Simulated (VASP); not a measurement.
# ZrC (F-43m) in VASP: notebook

ZrC is run at these levels: HF, PBE; tasks: single point.

Program: VASP 6.6.1. These are calculated values, not measurements. Logs are shortened: lines on timing, memory, paths and dates and some standing lists are left out, and cuts for length are marked.

### 1 The cell of the first run

Symmetry: F-43m, No. 216, cubic system. Conventional cell: a = 5.174 Å, b = 5.174 Å, c = 5.174 Å, α = 90.00°, β = 90.00°, γ = 90.00°. Zr (site symmetry -43m) has 4 C at 2.24 Å within 3.0 Å. C (site symmetry -43m) has 4 Zr at 2.24 Å within 3.0 Å.

### 2 Single point, HF

File POSCAR:

```
ZrC
1.0
    0.0000000000      2.5870521110      2.5870521110
    2.5870521110      0.0000000000      2.5870521110
    2.5870521110      2.5870521110      0.0000000000
Zr C
1 1
Direct
    0.5000000000      0.5000000000      0.5000000000
    0.7500000000      0.7500000000      0.7500000000
```

File INCAR.step1:

```
PREC = Accurate ; ENCUT = 520
EDIFF = 1E-5 ; ISMEAR = -1
SIGMA = 0.05 ; LREAL = F
LASPH = T ; NELM = 100
ALGO = Normal ; ISIF = 2
LWAVE = T ; LCHARG = F
NBANDS = 15 ; GGA = PE
```

File INCAR.step2:

```
PREC = Accurate ; ENCUT = 520
EDIFF = 1E-6 ; ISMEAR = -1
SIGMA = 0.05 ; LREAL = F
LASPH = T ; NELM = 100
ALGO = Normal ; ISIF = 2
LWAVE = F ; LCHARG = F
GGA = PE ; LHFCALC = T
AEXX = 1.0 ; ALDAC = 0.0
AGGAC = 0.0 ; PRECFOCK = Normal
NBANDS = 15 ; ISTART = 1
```

File KPOINTS:

```
Automatic mesh
0
Gamma
  5 5 5
```

Potentials or basis: VASP PAW PBE potentials, release 64 (Zr_sv, C).

On the command line:

```bash
> cat potpaw_PBE.64/Zr_sv/POTCAR potpaw_PBE.64/C/POTCAR > POTCAR
> cp INCAR.step1 INCAR
> mpirun -np 1 vasp_std > vasp.out
> cp INCAR.step2 INCAR
> mpirun -np 1 vasp_std > vasp.out
```

OUTCAR:

```text
PREC = Accurate
   ENCUT = 520
   EDIFF = 1E-6
   ISMEAR = -1
   LREAL = F
   LASPH = T
   NELM = 100
   ISIF = 2
   GGA = PE
   LHFCALC = T
   AEXX = 1.0
   PRECFOCK = Normal
   ISTART = 1

 ion  position               nearest neighbor table
   1  0.500  0.500  0.500-   2 2.24   2 2.24   2 2.24   2 2.24
   2  0.750  0.750  0.750-   1 2.24   1 2.24   1 2.24   1 2.24

  LATTYP: Found a face centered cubic cell.
 ALAT       =     5.1741042220

  Lattice vectors:

 A1 = (   0.0000000000,   2.5870521110,   2.5870521110)
 A2 = (   2.5870521110,   0.0000000000,   2.5870521110)
 A3 = (   2.5870521110,   2.5870521110,   0.0000000000)

Analysis of symmetry for initial positions (statically):
=====================================================================
 Subroutine PRICEL returns:
 Original cell was already a primitive cell.

 Routine SETGRP: Setting up the symmetry group for a
 face centered cubic supercell.

 Subroutine GETGRP returns: Found 24 space group operations
 (whereof 24 operations were pure point group operations)
 out of a pool of 48 trial point group operations.

The static configuration has the point symmetry T_d .

Analysis of symmetry for dynamics (positions and initial velocities):
=====================================================================
 Subroutine PRICEL returns:
 Original cell was already a primitive cell.

 Routine SETGRP: Setting up the symmetry group for a
 face centered cubic supercell.

 Subroutine GETGRP returns: Found 24 space group operations
 (whereof 24 operations were pure point group operations)
 out of a pool of 48 trial point group operations.

The dynamic configuration has the point symmetry T_d .

 Subroutine INISYM returns: Found 24 space group operations
 (whereof 24 operations are pure point group operations),
 and found     1 'primitive' translations

----------------------------------------------------------------------------------------

                                     Primitive cell

  volume of cell :      34.6294

  direct lattice vectors                    reciprocal lattice vectors
     0.000000000  2.587052111  2.587052111    -0.193270170  0.193270170  0.193270170
     2.587052111  0.000000000  2.587052111     0.193270170 -0.193270170  0.193270170
     2.587052111  2.587052111  0.000000000     0.193270170  0.193270170 -0.193270170

  length of vectors
     3.658644182  3.658644182  3.658644182     0.334753753  0.334753753  0.334753753

  position of ions in fractional coordinates (direct lattice)
     0.500000000  0.500000000  0.500000000
     0.750000000  0.750000000  0.750000000

  ion indices of the primitive-cell ions
   primitive index   ion index
                 1           1
                 2           2

----------------------------------------------------------------------------------------

 KPOINTS: Automatic mesh

Automatic generation of k-mesh.
 Grid dimensions read from file:
 generate k-points for:    5    5    5

 Generating k-lattice:

  Cartesian coordinates                     Fractional coordinates (reciprocal lattice)
    -0.038654034  0.038654034  0.038654034     0.200000000  0.000000000  0.000000000
     0.038654034 -0.038654034  0.038654034     0.000000000  0.200000000  0.000000000
     0.038654034  0.038654034 -0.038654034     0.000000000  0.000000000  0.200000000

  Length of vectors
     0.066950751  0.066950751  0.066950751

  Shift w.r.t. Gamma in fractional coordinates (k-lattice)
     0.000000000  0.000000000  0.000000000

 Subroutine IBZKPT returns following result:
 ===========================================

 Found     10 irreducible k-points:

 Following reciprocal coordinates:
            Coordinates               Weight
  0.000000  0.000000  0.000000      1.000000
  0.200000  0.000000  0.000000      8.000000
  0.400000  0.000000  0.000000      8.000000
  0.200000  0.200000  0.000000      6.000000
  0.400000  0.200000  0.000000     24.000000
 -0.400000  0.200000  0.000000     24.000000
 -0.200000  0.200000  0.000000     12.000000
  0.400000  0.400000  0.000000      6.000000
 -0.400000  0.400000  0.000000     12.000000
 -0.400000  0.400000  0.200000     24.000000
   k-points           NKPTS =     10   k-points in BZ     NKDIM =    125   number of bands    NBANDS=     15
   number of dos      NEDOS =    301   number of ions     NIONS =      2
   total plane-waves  NPLWV =  21952
   dimension x,y,z NGX =    28 NGY =   28 NGZ =   28
   dimension x,y,z NGXF=    56 NGYF=   56 NGZF=   56
   ions per type =               1   1
   NGX,Y,Z   is equivalent  to a cutoff of  12.72, 12.72, 12.72 a.u.
   NGXF,Y,Z  is equivalent  to a cutoff of  25.45, 25.45, 25.45 a.u.
 SYSTEM =  unknown system
   PREC   = accura    normal or accurate (medium, high low for compatibility)
   ISTART =      1    job   : 0-new  1-cont  2-samecut
   ICHARG =      0    charge: 1-file 2-atom 10-const
   ISPIN  =      1    spin polarized calculation?
   LNONCOLLINEAR =      F non collinear calculations
   LSORBIT =      F    spin-orbit coupling
   LASPH  =      T    aspherical Exc in radial PAW
   ENCUT  =  520.0 eV  38.22 Ry    6.18 a.u.   6.80  6.80  6.80*2*pi/ulx,y,z
   NELM   =    100;   NELMIN=  2; NELMDL=  0     # of ELM steps
   EDIFF  = 0.1E-05   stopping-criterion for ELM
   LREAL  =      F    real-space projection
   EDIFFG = 0.1E-04   stopping-criterion for IOM
   NSW    =      0    number of steps for IOM
   IBRION =     -1    ionic relax: 0-MD 1-quasi-New 2-CG
   NFREE  =      0    steps in history (QN), initial steepest desc. (CG)
   ISIF   =      2    stress and relaxation
   ISYM   =      3    0-nonsym 1-usesym 2-fastsym
   POTIM  = 0.5000    time-step for ionic-motion
   TEBEG  =    0.0;   TEEND  =   0.0 temperature during run
   PSTRESS=    0.0 pullay stress
   NELECT =      16.0000    total number of electrons
   NUPDOWN=      -1.0000    fix difference up-down
   EMIN   =  10.00;   EMAX   =-10.00  energy-range for DOS
   EFERMI =   0.00;   METHOD = LEGACY
   ISMEAR =    -1;   SIGMA  =   0.05  broadening in eV -4-tet -1-fermi 0-gaus
   EFERMI_NEDOS =   21; number of points for ismear=-14 and -15
   IALGO  =     38    algorithm
   IMIX   =      1    mixing-type and parameters
     AMIX     =   0.40;   BMIX     =  1.00
     AMIX_MAG =   1.60;   BMIX_MAG =  1.00
  volume/ion in A,a.u.               =      17.31       116.85
  Fermi-wavevector in a.u.,A,eV,Ry     =   1.265609  2.391655 21.793361  1.601767
  Thomas-Fermi vector in A             =   2.398853
   LORBIT       =      0    0 simple, 1 ext, 2 COOP (PROOUT), +10 PAW based schemes
   GGA     = PE    functional components
   LHFCALC =     T    Hartree Fock is set to
   PRECFOCK=normal    Normal, Fast or Accurate (Low or Medium for compatibility)
   ENCUT4O =  -1.0   cutoff for four orbital integrals eV
   NKREDX  =     1    reduce k-point grid by
   NKREDY  =     1    reduce k-point grid by
   NKREDZ  =     1    reduce k-point grid by
   AEXX    =    1.0000 exact exchange contribution
   HFSCREEN=    0.0000 screening length (either q_TF or 0.3 A-1)
   HFSCREENC=   0.0000 screening length for correlation (either q_TF or 0.3 A-1)
   ENCUTFOCK=  -1.0 apply spherical cutoff to Coloumb kernel
   IVDW    =     0    specifies the selected vdW correction
   LEPSILON=     F    determine dielectric tensor
   LRPA    =     F    only Hartree local field effects (RPA)
 non-spin polarized calculation
  energy-cutoff  :      520.00
  volume of cell :       34.63
 maximum number of plane-waves:       951
  NGX = 24; NGY = 24; NGZ = 24

 number of electron      16.0000000 magnetization

 Free energy of the ion-electron system (eV)
  ---------------------------------------------------
  ext. energy  EPLUGINS =         0.00000000
  ---------------------------------------------------
  free energy    TOTEN  =       -33.41178403 eV

  energy without entropy =      -33.41178403  energy(sigma->0) =      -33.41178403

 E-fermi :   4.7113     XC(G=0):   0.0000

 val. band max:        3.5678657614   @ k =  -0.4000   0.4000   0.0000
 cond. band min:      10.8641529271   @ k =  -0.4000   0.4000   0.0000
 fundamental gap:      7.2962871658
 Fermi energy:         4.7112957011

 k-point     1 :       0.0000    0.0000    0.0000
  band No.  band energies     occupation
      1     -56.9946      2.00000
      2     -29.1976      2.00000
      3     -29.1976      2.00000
      4     -29.1976      2.00000
      5     -10.5642      2.00000
      6       1.1359      2.00000
      7       1.1359      2.00000
      8       1.1359      2.00000
      9      14.0851      0.00000
     10      15.0089      0.00000
     11      15.0089      0.00000
     12      20.6852      0.00000
     13      20.6852      0.00000
     14      20.6852      0.00000
     15      26.5670      0.00000

 k-point     2 :       0.2000    0.0000    0.0000
  band No.  band energies     occupation
      1     -56.9782      2.00000
      2     -29.4190      2.00000
      3     -29.2309      2.00000
      4     -29.2309      2.00000
      5      -9.9445      2.00000
      6       0.5931      2.00000
      7       1.5262      2.00000
      8       1.5262      2.00000
      9      14.5321      0.00000
     10      14.5321      0.00000
     11      15.6983      0.00000
     12      19.8906      0.00000
     13      21.3562      0.00000
     14      21.3562      0.00000
     15      22.3906      0.00000

 k-point     3 :       0.4000    0.0000    0.0000
  band No.  band energies     occupation
      1     -56.9515      2.00000
      2     -29.7654      2.00000
      3     -29.2838      2.00000
      4     -29.2838      2.00000
      5      -9.0160      2.00000
      6       0.5359      2.00000
      7       2.0440      2.00000
      8       2.0440      2.00000
      9      15.1676      0.00000
     10      15.1676      0.00000
     11      15.5743      0.00000
     12      18.3793      0.00000
     13      19.2010      0.00000
     14      19.2010      0.00000
     15      22.7745      0.00000

 k-point     4 :       0.2000    0.2000    0.0000
  band No.  band energies     occupation
      1     -56.9728      2.00000
      2     -29.4162      2.00000
      3     -29.2785      2.00000
      4     -29.2785      2.00000
      5      -9.7360      2.00000
      6       0.1816      2.00000
      7       1.8729      2.00000
      8       1.8729      2.00000
      9      12.8872      0.00000
     10      15.5540      0.00000
     11      16.5509      0.00000
     12      20.4380      0.00000
     13      20.4380      0.00000
     14      21.0458      0.00000
     15      24.2657      0.00000
[... 55 lines left out ...]
 k-point     8 :       0.4000    0.4000    0.0000
  band No.  band energies     occupation
      1     -56.9377      2.00000
      2     -29.7383      2.00000
      3     -29.4094      2.00000
      4     -29.4094      2.00000
      5      -8.4934      2.00000
      6      -0.4873      2.00000
      7       3.5379      2.00000
      8       3.5379      2.00000
      9      11.0088      0.00000
     10      16.6857      0.00000
     11      16.9960      0.00000
     12      17.4291      0.00000
     13      17.4291      0.00000
     14      22.4849      0.00000
     15      25.7332      0.00000

 k-point     9 :      -0.4000    0.4000    0.0000
  band No.  band energies     occupation
      1     -56.9321      2.00000
      2     -29.7440      2.00000
      3     -29.5066      2.00000
      4     -29.4025      2.00000
      5      -8.3261      2.00000
      6       0.0439      2.00000
      7       3.4349      2.00000
      8       3.5679      2.00000
      9      10.8642      0.00000
     10      15.4763      0.00000
     11      15.5083      0.00000
     12      18.2966      0.00000
     13      18.5869      0.00000
     14      23.8657      0.00000
     15      25.4225      0.00000

 k-point    10 :      -0.4000    0.4000    0.2000
  band No.  band energies     occupation
      1     -56.9354      2.00000
      2     -29.7081      2.00000
      3     -29.5010      2.00000
      4     -29.3938      2.00000
      5      -8.4332      2.00000
      6       0.5498      2.00000
      7       2.3398      2.00000
      8       3.5199      2.00000
      9      11.4573      0.00000
     10      14.3747      0.00000
     11      16.5931      0.00000
     12      18.1282      0.00000
     13      19.8673      0.00000
     14      22.8266      0.00000
     15      23.7880      0.00000

------------------------ aborting loop because EDIFF is reached ----------------------------------------

  FORCE on cell =-STRESS in cart. coord.  units (eV):
  Direction    XX          YY          ZZ          XY          YZ          ZX
  --------------------------------------------------------------------------------------
  -------------------------------------------------------------------------------------
  Total       -0.0224363     -0.0224363     -0.0224363      0.0000000      0.0000000      0.0000000
  in kB       -1.0380468     -1.0380468     -1.0380468      0.0000000      0.0000000      0.0000000
  external PRESSURE =      -1.0380468 kB  Pullay stress =       0.0000000 kB

 VOLUME and BASIS-vectors are now :
 -----------------------------------------------------------------------------
  energy-cutoff  :      520.00
  volume of cell :       34.63
      direct lattice vectors                 reciprocal lattice vectors
     0.000000000  2.587052111  2.587052111    -0.193270170  0.193270170  0.193270170
     2.587052111  0.000000000  2.587052111     0.193270170 -0.193270170  0.193270170
     2.587052111  2.587052111  0.000000000     0.193270170  0.193270170 -0.193270170

 POSITION                                       TOTAL-FORCE (eV/Angst)
 -----------------------------------------------------------------------------------
      2.58705      2.58705      2.58705         0.000000     -0.000000      0.000000
      3.88058      3.88058      3.88058        -0.000000      0.000000     -0.000000
 -----------------------------------------------------------------------------------
    total drift:                               -0.000000     -0.000000     -0.000000

  FREE ENERGIE OF THE ION-ELECTRON SYSTEM (eV)
  ---------------------------------------------------
  free  energy   TOTEN  =       -33.4117840307 eV

  energy  without entropy=      -33.4117840307  energy(sigma->0) =      -33.41178403
```

Wall time 9.2 min (1 thread of Intel Xeon 6975P-C (Granite Rapids), shared host); peak memory 0.17 GiB.

Results:

| Property | Result |
| --- | --- |
| Free energy | -33.4118 eV |
| Pressure | -0.1 GPa |
| Band gap on the k mesh | 7.30 eV, direct |

Levels at points of the mesh, in eV from the valence-band top:
| k point | band 5 | band 6 | band 7 | band 8 | band 9 | band 10 | band 11 | band 12 |
| --- | --- | --- | --- | --- | --- | --- | --- | --- |
| (0.00, 0.00, 0.00) | -14.13 | -2.43 | -2.43 | -2.43 | 10.52 | 11.44 | 11.44 | 17.12 |

Caveat: the k points lie up to 0.42 Å⁻¹ apart; the PAW data sets were made with another functional, which shifts forces and pressure a little.

(Continued in part 2 of 2.)
